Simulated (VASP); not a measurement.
# Au in VASP: further runs

Runs on Au. Level: PBE. Tasks: single point.

Everything below comes from runs of VASP 6.6.1. Logs are shortened: lines on timing, memory, paths and dates and some standing lists are left out, and cuts for length are marked.

## 1. The cell of the first run

Symmetry: Fm-3m, No. 225, cubic system. The conventional cell has a = 3.968 Å, b = 3.968 Å, c = 3.968 Å, α = 90.00°, β = 90.00°, γ = 90.00°. Within 3.7 Å of Au (site symmetry m-3m) lie 12 Au at 2.81 Å.

## 2. Single point, PBE (strain -0.030 along x and y, -0.030 along z)

File INCAR:

```
SYSTEM = Au
  PREC = Accurate
  ENCUT = 520
  EDIFF = 1E-7
  ISMEAR = 0
  SIGMA = 0.15
  LREAL = .FALSE.
  LASPH = .TRUE.
  NELM = 100
  ALGO = Normal
  ISIF = 2
  LWAVE = .FALSE.
  LCHARG = .FALSE.
  GGA = PE
  NBANDS = 12
```

File KPOINTS:

```
regular mesh
0
G
  20 20 20
  0 0 0
```

File POSCAR:

```
Au
1.0
    0.0000000000      1.9841350000      1.9841350000
    1.9841350000      0.0000000000      1.9841350000
    1.9841350000      1.9841350000      0.0000000000
Au
1
Direct
    0.0000000000      0.0000000000      0.0000000000
```

Potentials or basis: VASP PAW PBE potentials, release 64 (Au).

Launch:

```
cat potpaw_PBE.64/Au/POTCAR > POTCAR
mpirun -np 1 vasp_std > vasp.out
```

OUTCAR:

```text
SYSTEM = Au
   PREC = Accurate
   ENCUT = 520
   EDIFF = 1E-7
   ISMEAR = 0
   LREAL = .FALSE.
   LASPH = .TRUE.
   NELM = 100
   ISIF = 2
   GGA = PE

 ion  position               nearest neighbor table
   1  0.000  0.000  0.000-

  LATTYP: Found a face centered cubic cell.
 ALAT       =     3.9682700000

  Lattice vectors:

 A1 = (   0.0000000000,   1.9841350000,   1.9841350000)
 A2 = (   1.9841350000,   0.0000000000,   1.9841350000)
 A3 = (   1.9841350000,   1.9841350000,   0.0000000000)

Analysis of symmetry for initial positions (statically):
=====================================================================
 Subroutine PRICEL returns:
 Original cell was already a primitive cell.

 Routine SETGRP: Setting up the symmetry group for a
 face centered cubic supercell.

 Subroutine GETGRP returns: Found 48 space group operations
 (whereof 48 operations were pure point group operations)
 out of a pool of 48 trial point group operations.

The static configuration has the point symmetry O_h .

Analysis of symmetry for dynamics (positions and initial velocities):
=====================================================================
 Subroutine PRICEL returns:
 Original cell was already a primitive cell.

 Routine SETGRP: Setting up the symmetry group for a
 face centered cubic supercell.

 Subroutine GETGRP returns: Found 48 space group operations
 (whereof 48 operations were pure point group operations)
 out of a pool of 48 trial point group operations.

The dynamic configuration has the point symmetry O_h .

 Subroutine INISYM returns: Found 48 space group operations
 (whereof 48 operations are pure point group operations),
 and found     1 'primitive' translations

----------------------------------------------------------------------------------------

                                     Primitive cell

  volume of cell :      15.6223

  direct lattice vectors                    reciprocal lattice vectors
     0.000000000  1.984135000  1.984135000    -0.251998982  0.251998982  0.251998982
     1.984135000  0.000000000  1.984135000     0.251998982 -0.251998982  0.251998982
     1.984135000  1.984135000  0.000000000     0.251998982  0.251998982 -0.251998982

  length of vectors
     2.805990627  2.805990627  2.805990627     0.436475040  0.436475040  0.436475040

  position of ions in fractional coordinates (direct lattice)
     0.000000000  0.000000000  0.000000000

  ion indices of the primitive-cell ions
   primitive index   ion index
                 1           1

----------------------------------------------------------------------------------------

 KPOINTS: regular mesh

Automatic generation of k-mesh.
 Grid dimensions read from file:
 generate k-points for:   20   20   20

 Generating k-lattice:

  Cartesian coordinates                     Fractional coordinates (reciprocal lattice)
    -0.012599949  0.012599949  0.012599949     0.050000000  0.000000000  0.000000000
     0.012599949 -0.012599949  0.012599949     0.000000000  0.050000000  0.000000000
     0.012599949  0.012599949 -0.012599949     0.000000000  0.000000000  0.050000000

  Length of vectors
     0.021823752  0.021823752  0.021823752

  Shift w.r.t. Gamma in fractional coordinates (k-lattice)
     0.000000000  0.000000000  0.000000000

 Subroutine IBZKPT returns following result:
 ===========================================

 Found    256 irreducible k-points:

 Following reciprocal coordinates:
            Coordinates               Weight
  0.000000  0.000000  0.000000      1.000000
  0.050000  0.000000  0.000000      8.000000
  0.100000  0.000000  0.000000      8.000000
  0.150000  0.000000  0.000000      8.000000
  0.200000  0.000000  0.000000      8.000000
  0.250000  0.000000  0.000000      8.000000
[... 16 lines left out ...]
 -0.400000  0.050000  0.000000     24.000000
 -0.350000  0.050000  0.000000     24.000000
 [... further k-points ...]
   k-points           NKPTS =    256   k-points in BZ     NKDIM =    256   number of bands    NBANDS=     12
   number of dos      NEDOS =    301   number of ions     NIONS =      1
   total plane-waves  NPLWV =  13824
   dimension x,y,z NGX =    24 NGY =   24 NGZ =   24
   dimension x,y,z NGXF=    48 NGYF=   48 NGZF=   48
   ions per type =               1
   NGX,Y,Z   is equivalent  to a cutoff of  14.22, 14.22, 14.22 a.u.
   NGXF,Y,Z  is equivalent  to a cutoff of  28.44, 28.44, 28.44 a.u.
 SYSTEM =  Au
   PREC   = accura    normal or accurate (medium, high low for compatibility)
   ISTART =      0    job   : 0-new  1-cont  2-samecut
   ICHARG =      2    charge: 1-file 2-atom 10-const
   ISPIN  =      1    spin polarized calculation?
   LNONCOLLINEAR =      F non collinear calculations
   LSORBIT =      F    spin-orbit coupling
   LASPH  =      T    aspherical Exc in radial PAW
   ENCUT  =  520.0 eV  38.22 Ry    6.18 a.u.   5.22  5.22  5.22*2*pi/ulx,y,z
   NELM   =    100;   NELMIN=  2; NELMDL= -5     # of ELM steps
   EDIFF  = 0.1E-06   stopping-criterion for ELM
   LREAL  =      F    real-space projection
   EDIFFG = 0.1E-05   stopping-criterion for IOM
   NSW    =      0    number of steps for IOM
   IBRION =     -1    ionic relax: 0-MD 1-quasi-New 2-CG
   NFREE  =      0    steps in history (QN), initial steepest desc. (CG)
   ISIF   =      2    stress and relaxation
   ISYM   =      2    0-nonsym 1-usesym 2-fastsym
   POTIM  = 0.5000    time-step for ionic-motion
   TEBEG  =    0.0;   TEEND  =   0.0 temperature during run
   PSTRESS=    0.0 pullay stress
   NELECT =      11.0000    total number of electrons
   NUPDOWN=      -1.0000    fix difference up-down
   EMIN   =  10.00;   EMAX   =-10.00  energy-range for DOS
   EFERMI =   0.00;   METHOD = LEGACY
   ISMEAR =     0;   SIGMA  =   0.15  broadening in eV -4-tet -1-fermi 0-gaus
   EFERMI_NEDOS =   21; number of points for ismear=-14 and -15
   IALGO  =     38    algorithm
   IMIX   =      4    mixing-type and parameters
     AMIX     =   0.40;   BMIX     =  1.00
     AMIX_MAG =   1.60;   BMIX_MAG =  1.00
  volume/ion in A,a.u.               =      15.62       105.42
  Fermi-wavevector in a.u.,A,eV,Ry     =   1.456435  2.752264 28.860727  2.121204
  Thomas-Fermi vector in A             =   2.573354
   LORBIT       =      0    0 simple, 1 ext, 2 COOP (PROOUT), +10 PAW based schemes
   GGA     = PE    functional components
   LHFCALC =     F    Hartree Fock is set to
   AEXX    =    0.0000 exact exchange contribution
   IVDW    =     0    specifies the selected vdW correction
   LEPSILON=     F    determine dielectric tensor
   LRPA    =     F    only Hartree local field effects (RPA)
 non-spin polarized calculation
 Gauss-broadening in eV      SIGMA  =   0.15
  energy-cutoff  :      520.00
  volume of cell :       15.62
 maximum number of plane-waves:       444
 NGX is ok and might be reduce to    24
   NGX = 11   NGY = 11   NGZ = 11

 number of electron      11.0000002 magnetization

 Free energy of the ion-electron system (eV)
  ---------------------------------------------------
  ext. energy  EPLUGINS =         0.00000000
  ---------------------------------------------------
  free energy    TOTEN  =        -3.04056661 eV

  energy without entropy =       -3.03732496  energy(sigma->0) =       -3.03894578

 E-fermi :  11.0151     XC(G=0): -13.2444

 val. band max:       11.0077569952   @ k =   0.4500   0.4500   0.0000
 cond. band min:      11.0539687399   @ k =   0.5000   0.2500   0.1000
 fundamental gap:      0.0462117447
 Fermi energy:        11.0151404694

 k-point     1 :       0.0000    0.0000    0.0000
  band No.  band energies     occupation
      1       0.1831      2.00000
      2       5.8068      2.00000
      3       5.8068      2.00000
      4       5.8068      2.00000
      5       7.5715      2.00000
      6       7.5715      2.00000
      7      25.3579      0.00000
      8      29.8638      0.00000
      9      29.8638      0.00000
     10      29.8638      0.00000
     11      35.0597      0.00000
     12      40.7596      0.00000

 k-point     2 :       0.0500    0.0000    0.0000
  band No.  band energies     occupation
      1       0.2780      2.00000
      2       5.7719      2.00000
      3       5.8418      2.00000
      4       5.8418      2.00000
      5       7.5542      2.00000
      6       7.5542      2.00000
      7      25.4861      0.00000
      8      29.2761      0.00000
      9      29.9921      0.00000
     10      29.9921      0.00000
     11      35.6409      0.00000
     12      39.4488      0.00000

 k-point     3 :       0.1000    0.0000    0.0000
  band No.  band energies     occupation
      1       0.5564      2.00000
      2       5.6798      2.00000
      3       5.9357      2.00000
      4       5.9357      2.00000
      5       7.5149      2.00000
      6       7.5149      2.00000
      7      25.8286      0.00000
      8      27.9882      0.00000
      9      30.3643      0.00000
     10      30.3643      0.00000
     11      36.1379      0.00000
     12      38.4281      0.00000
[... 286 lines left out ...]
 k-point    23 :      -0.4000    0.0500    0.0000
  band No.  band energies     occupation
      1       2.9160      2.00000
      2       5.7818      2.00000
      3       5.8622      2.00000
      4       7.8385      2.00000
      5       8.6407      2.00000
      6       9.4315      2.00000
      7      16.3049      0.00000
      8      25.1920      0.00000
      9      28.5385      0.00000
     10      29.6131      0.00000
     11      36.2527      0.00000
     12      36.9788      0.00000

 k-point    24 :      -0.3500    0.0500    0.0000
  band No.  band energies     occupation
      1       2.8776      2.00000
      2       5.8758      2.00000
      3       5.9465      2.00000
      4       6.9791      2.00000
      5       8.3121      2.00000
      6       8.9174      2.00000
      7      18.1482      0.00000
      8      25.5788      0.00000
      9      29.0455      0.00000
     10      30.6662      0.00000
     11      35.0824      0.00000
     12      36.2583      0.00000

 [... further k-points ...]
[... 5 lines left out ...]
  --------------------------------------------------------------------------------------
  -------------------------------------------------------------------------------------
  Total        2.8380878      2.8380878      2.8380878      0.0000000      0.0000000      0.0000000
  in kB      291.0668548    291.0668548    291.0668548      0.0000000      0.0000000      0.0000000
  external PRESSURE =     291.0668548 kB  Pullay stress =       0.0000000 kB

 VOLUME and BASIS-vectors are now :
 -----------------------------------------------------------------------------
  energy-cutoff  :      520.00
  volume of cell :       15.62
      direct lattice vectors                 reciprocal lattice vectors
     0.000000000  1.984135000  1.984135000    -0.251998982  0.251998982  0.251998982
     1.984135000  0.000000000  1.984135000     0.251998982 -0.251998982  0.251998982
     1.984135000  1.984135000  0.000000000     0.251998982  0.251998982 -0.251998982

 POSITION                                       TOTAL-FORCE (eV/Angst)
 -----------------------------------------------------------------------------------
      0.00000      0.00000      0.00000         0.000000      0.000000      0.000000
 -----------------------------------------------------------------------------------
    total drift:                               -0.000000      0.000000      0.000000

  FREE ENERGIE OF THE ION-ELECTRON SYSTEM (eV)
  ---------------------------------------------------
  free  energy   TOTEN  =        -3.0405666055 eV

  energy  without entropy=       -3.0373249636  energy(sigma->0) =       -3.03894578
```

Wall time 46 s (1 thread of Intel Xeon 8259CL, shared host); peak memory 0.18 GiB.

Results:

```
Free energy            : -3.0406 eV
Pressure               : 29.1 GPa
Band gap on the k mesh : zero (an odd number of electrons rules out a gap without spin polarisation)
```

Caveat: the cell differs from its parent crystal (strain -0.030 along x and y, -0.030 along z); the cell stands under pressure; spin-orbit coupling is left out, which moves the levels of the heavy elements.

## 3. Single point, PBE (strain -0.030 along x and y, +0.015 along z)

File INCAR:

```
  PREC = Accurate
  ENCUT = 520
  EDIFF = 1E-6
  ISMEAR = 0
  SIGMA = 0.15
  LREAL = False
  LASPH = True
  NELM = 60
  ALGO = Fast
  ISIF = 2
  LWAVE = False
  LCHARG = True
  GGA = PE
  LELF = True
  LVHAR = True
  NBANDS = 12
```

File KPOINTS:

```
regular mesh
0
Gamma
  20 20 20
```

File POSCAR:

```
Au
1.0
    0.0000000000      1.9841350000      2.0761825000
    1.9841350000      0.0000000000      2.0761825000
    1.9841350000      1.9841350000      0.0000000000
Au
1
Direct
    0.0000000000      0.0000000000      0.0000000000
```

Potentials or basis: VASP PAW PBE potentials, release 64 (Au).

Launch:

```
cat potpaw_PBE.64/Au/POTCAR > POTCAR
mpirun -np 1 vasp_std > vasp.out
```

It took 2.3 min on 1 thread of Intel Xeon 8259CL, shared host; peak memory 0.24 GiB.

The run converged. Its results:

```
Free energy            : -3.1417 eV
Pressure               : 17.3 GPa
Band gap on the k mesh : zero (an odd number of electrons rules out a gap without spin polarisation)
```

Stress tensor (GPa, compression positive):
```
18.02  0.00  0.00
 0.00 18.02  0.00
 0.00  0.00 15.93
```

Levels at points of the mesh, in eV from the Fermi level:
```
           k point  band 2  band 3  band 4  band 5  band 6  band 7  band 8  band 9  band 10  band 11
(0.00, 0.00, 0.00)   -5.24   -4.80   -4.80   -3.58   -3.09   14.46   18.11   18.96    18.96    23.75
(0.50, 0.00, 0.00)   -5.20   -4.79   -2.13   -1.94   -1.18    3.29   13.79   17.04    17.92    24.89
(0.50, 0.50, 0.00)   -7.18   -2.05   -1.71   -1.71    0.36    5.38   10.65   10.65    18.13    20.85
(0.50, 0.00, 0.50)   -7.14   -2.11   -1.86   -1.49    1.15    6.48    9.79    9.91    17.46    20.14
```

Caveat: the cell differs from its parent crystal (strain -0.030 along x and y, +0.015 along z); the cell stands under pressure; spin-orbit coupling is left out, which moves the levels of the heavy elements.

## 4. Single point, PBE (strain -0.030 along x and y, +0.030 along z)

File INCAR:

```
SYSTEM = Au
PREC     = Accurate       ! precision mode
ENCUT    = 520            ! plane-wave cutoff, eV
EDIFF    = 1E-6           ! SCF threshold, eV
ISMEAR   = 0              ! smearing method
SIGMA    = 0.15           ! smearing width, eV
LREAL    = .False.        ! projectors in reciprocal space
LASPH    = .True.         ! aspherical terms in the spheres
NELM     = 100            ! most SCF steps
ALGO     = Normal         ! electronic algorithm
ISIF     = 2              ! what is computed and relaxed
LWAVE    = .False.        ! write WAVECAR
LCHARG   = .False.        ! write CHGCAR
GGA      = PE             ! functional
NBANDS   = 12             ! bands
```

File KPOINTS:

```
regular mesh
0
Gamma
  20 20 20
  0 0 0
```

File POSCAR:

```
Au
1.0
    0.0000000000      1.9841350000      2.1068650000
    1.9841350000      0.0000000000      2.1068650000
    1.9841350000      1.9841350000      0.0000000000
Au
1
Direct
    0.0000000000      0.0000000000      0.0000000000
```

Potentials or basis: VASP PAW PBE potentials, release 64 (Au).

Launch:

```
cat potpaw_PBE.64/Au/POTCAR > POTCAR
mpirun -np 1 vasp_std > vasp.out
```

OUTCAR:

```text
SYSTEM = Au
   PREC = Accurate
   ENCUT = 520
   EDIFF = 1E-6
   ISMEAR = 0
   LREAL = .False.
   LASPH = .True.
   NELM = 100
   ISIF = 2
   GGA = PE

 ion  position               nearest neighbor table
   1  0.000  0.000  0.000-

  LATTYP: Found a body centered tetragonal cell.
 ALAT       =     2.8059906266
 C/A-ratio  =     1.5016906899

  Lattice vectors:

 A1 = (  -1.9841350000,   0.0000000000,   2.1068650000)
 A2 = (   1.9841350000,   0.0000000000,   2.1068650000)
 A3 = (   0.0000000000,   1.9841350000,  -2.1068650000)

[... 531 lines left out ...]
      5       7.3161      2.00000
      6       8.0126      2.00000
      7      16.6331      0.00000
      8      24.2451      0.00000
      9      27.2673      0.00000
     10      29.5899      0.00000
     11      33.0888      0.00000
     12      34.6478      0.00000

 [... further k-points ...]
[... 5 lines left out ...]
  --------------------------------------------------------------------------------------
  -------------------------------------------------------------------------------------
  Total        1.5470406      1.5470406      1.2596611      0.0000000      0.0000000     -0.0000000
  in kB      149.4180850    149.4180850    121.6620626      0.0000000      0.0000000     -0.0000000
  external PRESSURE =     140.1660776 kB  Pullay stress =       0.0000000 kB

 VOLUME and BASIS-vectors are now :
 -----------------------------------------------------------------------------
  energy-cutoff  :      520.00
  volume of cell :       16.59
      direct lattice vectors                 reciprocal lattice vectors
     0.000000000  1.984135000  2.106865000    -0.251998982  0.251998982  0.237319430
     1.984135000  0.000000000  2.106865000     0.251998982 -0.251998982  0.237319430
     1.984135000  1.984135000  0.000000000     0.251998982  0.251998982 -0.237319430

 POSITION                                       TOTAL-FORCE (eV/Angst)
 -----------------------------------------------------------------------------------
      0.00000      0.00000      0.00000         0.000000      0.000000     -0.000000
 -----------------------------------------------------------------------------------
    total drift:                               -0.000000     -0.000000     -0.000000

  FREE ENERGIE OF THE ION-ELECTRON SYSTEM (eV)
  ---------------------------------------------------
  free  energy   TOTEN  =        -3.1629988698 eV

  energy  without entropy=       -3.1597980049  energy(sigma->0) =       -3.16139844
```

Run time: 1.9 min. Hardware: 1 thread of Intel Xeon 8259CL, shared host; peak memory 0.25 GiB.

What came out:

```
Free energy            : -3.1630 eV
Pressure               : 14.0 GPa
Band gap on the k mesh : zero (an odd number of electrons rules out a gap without spin polarisation)
```

Stress tensor (GPa, compression positive):
```
14.94  0.00  0.00
 0.00 14.94  0.00
 0.00  0.00 12.17
```

Levels at points of the mesh, in eV from the Fermi level:
| k point | band 3 | band 4 | band 5 | band 6 | band 7 | band 8 | band 9 | band 10 |
| --- | --- | --- | --- | --- | --- | --- | --- | --- |
| (0.00, 0.00, 0.00) | -4.68 | -4.68 | -3.63 | -2.99 | 14.50 | 17.88 | 18.96 | 18.96 |
| (0.50, 0.00, 0.00) | -4.66 | -2.16 | -1.92 | -1.11 | 3.20 | 13.72 | 16.86 | 17.98 |
| (0.50, 0.50, 0.00) | -2.05 | -1.73 | -1.73 | 0.24 | 5.02 | 10.77 | 10.77 | 18.11 |
| (0.50, 0.00, 0.50) | -2.13 | -1.93 | -1.45 | 1.27 | 6.46 | 9.65 | 9.79 | 17.24 |

Caveat: the cell differs from its parent crystal (strain -0.030 along x and y, +0.030 along z); the cell stands under pressure; spin-orbit coupling is left out, which moves the levels of the heavy elements.

[end of part 1 of 2]
